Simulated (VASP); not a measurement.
The system is KYSi4.

```
CELL_PARAMETERS angstrom
4.23783 0.00000 0.00000
0.00000 4.23783 0.00000
0.00000 0.00000 11.04738
ATOMIC_POSITIONS crystal
K 0.00000 0.00000 0.00000
Y 0.50000 0.50000 0.50000
Si 0.50000 0.50000 0.10433
Si 0.50000 0.50000 0.89567
Si 0.00000 0.00000 0.60239
Si 0.00000 0.00000 0.39761
```

```yaml
Program: VASP 6.6.1
Task: relaxation of cell and atoms
Functional: PBE
Dispersion: D3(BJ)
Potentials_or_basis: VASP PAW PBE potentials, release 64 (K_sv, Y_sv, Si)
Cutoff: 600 eV
k_mesh: 4 × 4 × 2
Occupations: gaussian, width 0.1 eV
Spin: no spin polarisation
```

At the start: pressure -3.2 GPa; volume 33.07 Å³/atom.

Q: Where does the relaxation end?

A: Over 34 steps the energy falls by 471.3 meV/atom and the volume is 22.92 Å³/atom (-30.7 %); space group P4/mmm (No. 123, to 0.05 Å).

Step by step:
```tsv
step	energy change (eV)	largest force (eV/Å)	pressure (GPa)	volume (Å³)
1	0.0000	0.4666	-3.21	198.40
2	-0.3336	2.0448	-0.18	179.83
3	-0.3341	1.9378	-0.35	180.53
4	-0.6241	2.1286	0.21	171.29
5	-1.3430	4.8928	4.37	144.92
6	4.4143	14.9868	47.72	97.98
7	-0.2418	8.3817	10.94	139.55
8	0.5775	13.2122	23.51	118.01
9	0.0178	10.5872	15.44	130.21
10	0.2665	12.1613	19.59	123.41
11	0.1459	11.5409	17.78	126.18
12	0.1259	11.5274	17.88	125.83
13	0.0708	11.4877	18.20	124.77
14	-0.0159	11.4151	18.94	122.67
15	-0.0890	11.2247	20.79	118.53
16	-0.0794	11.0792	21.69	116.85
17	-0.1961	10.7053	21.14	117.10
18	-0.5243	9.6423	19.53	117.83
19	-1.0900	7.7454	16.54	119.31
20	-1.9072	4.7249	11.31	122.29
21	-2.6228	1.2818	3.72	128.37
22	-2.6729	0.7479	2.26	130.06
23	-2.6821	0.5015	1.50	131.07
24	-2.6823	0.4392	1.29	131.36
25	-2.7000	0.4102	1.22	131.63
26	-2.7459	0.3211	1.02	132.44
27	-2.8053	0.1335	0.76	134.04
28	-2.7999	0.5184	0.84	137.18
29	-2.8226	0.2362	0.72	135.54
30	-2.8257	0.1328	0.46	136.13
31	-2.8271	0.1009	-0.17	137.55
32	-2.8276	0.0631	0.03	137.07
33	-2.8278	0.0480	0.03	137.19
34	-2.8281	0.0146	0.02	137.52
```

Final structure:
```
K Y Si
1.0
     4.13519    0.00000    0.00000
     0.00000    4.13519    0.00000
     0.00000    0.00000    8.04194
K Y Si
1 1 4
Direct
  0.00000 0.00000 0.00000
  0.50000 0.50000 0.50000
  0.50000 0.50000 0.14364
  0.50000 0.50000 0.85636
  0.00000 0.00000 0.63836
  0.00000 0.00000 0.36164
```

Caveat: the k points lie up to 0.39 Å⁻¹ apart in the final cell; the volume moved by over 15 % at a fixed basis, so the end points are rough; pairwise dispersion overbinds metals, which lowers pressure and volume.
